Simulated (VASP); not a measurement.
Se, 1 atom in the cell. Symmetry: Im-3m, No. 229, cubic system. The conventional cell has a = 3.419 Å, b = 3.419 Å, c = 3.419 Å, α = 90.00°, β = 90.00°, γ = 90.00°. Se (site symmetry m-3m) has 14 Se at 2.96 to 3.42 Å within 3.9 Å. This isn't the form of Se at room conditions, which is trigonal, of chains.

* Program: VASP 6.6.1
* Task: single point
* Functional: PBEsol
* Potentials or basis: VASP PAW PBE potentials, release 64 (Se)
* Cutoff: 520 eV
* k mesh: 18 × 18 × 18
* Occupations: gaussian, width 0.05 eV
* Spin: no spin polarisation
* Dipole correction: no
* Further INCAR settings: ALGO = Normal; EDIFF = 1e-06; NBANDS = 9

Potentials or basis: VASP PAW PBE potentials, release 64 (Se).

Command:

```bash
$ cat potpaw_PBE.64/Se/POTCAR > POTCAR
$ mpirun -np 1 vasp_std > vasp.out
```

Hardware: 1 thread of Intel(R) Xeon(R) 6975P-C (Granite Rapids) (shared host).

Question: Estimate the wall time of this run.

Answer: Wall time 7 s on 1 thread of Intel(R) Xeon(R) 6975P-C (Granite Rapids), on a shared host, peak memory 0.15 GiB. Counts: scf iterations 9, k points 195.
